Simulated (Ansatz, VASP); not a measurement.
ScAl2N3 in VASP and in Ansatz

```xyz
6
Lattice="4.6152 0.0000 0.0000 -2.3076 3.9969 0.0000 0.0000 0.0000 3.8540" Properties=species:S:1:pos:R:3 pbc="T T T"
Sc    0.0000    0.0000    1.9270
Al    0.0000    2.6646    0.0000
Al    2.3076    1.3323    0.0000
N     0.0000    0.0000    0.0000
N     0.0000    2.6646    1.9270
N     2.3076    1.3323    1.9270
```

Alike in both runs: task single point; functional PBE; k mesh 6 × 6 × 4; occupations gaussian, width 0.1 eV; collinear spin.

|  | VASP | Ansatz |
| --- | --- | --- |
| version | VASP 6.6.1 | Ansatz 0.2.0 |
| potentials or method | VASP PAW PBE potentials, release 64 (Sc_sv, Al, N), cutoff 520 eV | scalar-relativistic, plane waves, PAW |
| valence electrons in the cell | 32 | 32 |

|  | VASP | Ansatz | Ansatz less VASP |
| --- | --- | --- | --- |
| gap on the k mesh at the Fermi level (eV) | none | none | - |
| pressure (GPa) | 0.5 | 0.2 | -0.23 |
| traceless stress, the component that is largest in VASP (GPa) | 0.49 | 0.00 | -0.492 |
| net moment per atom (μB) | 0.00 | 0.04 | +0.041 |
| size of the moment on the site where the two differ most (μB) | 0.00 | 0.09 | +0.084 |

Site moments also hang on the region over which each program counts them. A gap of «none» marks a metal or a gap that the smearing closes. The functional is the same, so the differences come from potentials, cutoffs and numerics. Ansatz's warnings: seeded moment not kept.

The k mesh is coarse, so the values compare programs but aren't converged.
